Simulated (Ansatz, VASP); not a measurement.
Two plane-wave programs on CdF2

```
Cd F
1.0
     2.69400    2.69400    0.00000
    -2.69400    2.69400    0.00000
     0.00000    2.69400    2.69400
Cd F
1 2
Cartesian
  0.0000 0.0000 0.0000
  -1.3470 4.0410 1.3470
  1.3470 4.0410 1.3470
```

Alike in both runs: task relaxation of cell and atoms; functional r2SCAN; k mesh 12 × 12 × 12; occupations fermi-dirac, width 0.1 eV; no spin polarisation.

|  | VASP | Ansatz |
| --- | --- | --- |
| version | VASP 6.6.1 | Ansatz 0.2.0 |
| potentials or method | VASP PAW PBE potentials, release 64 (Cd, F) | PAW with Ansatz's default frozen-core files, scalar-relativistic |
| plane-wave cutoff (eV) | 600 | 500 |
| valence electrons in the cell | 26 | 34 |

```csv
,VASP,Ansatz,Ansatz less VASP
relaxed volume (Å³/atom),13.13,13.03,-0.091
relaxed cell length with the largest relative difference (Å),3.819,3.810,-0.0088
```

VASP's potentials were made for PBE, not for r2SCAN. VASP's potentials hold 26 valence electrons a cell and Ansatz's 34, so a difference there can come from the potentials and not from the codes.
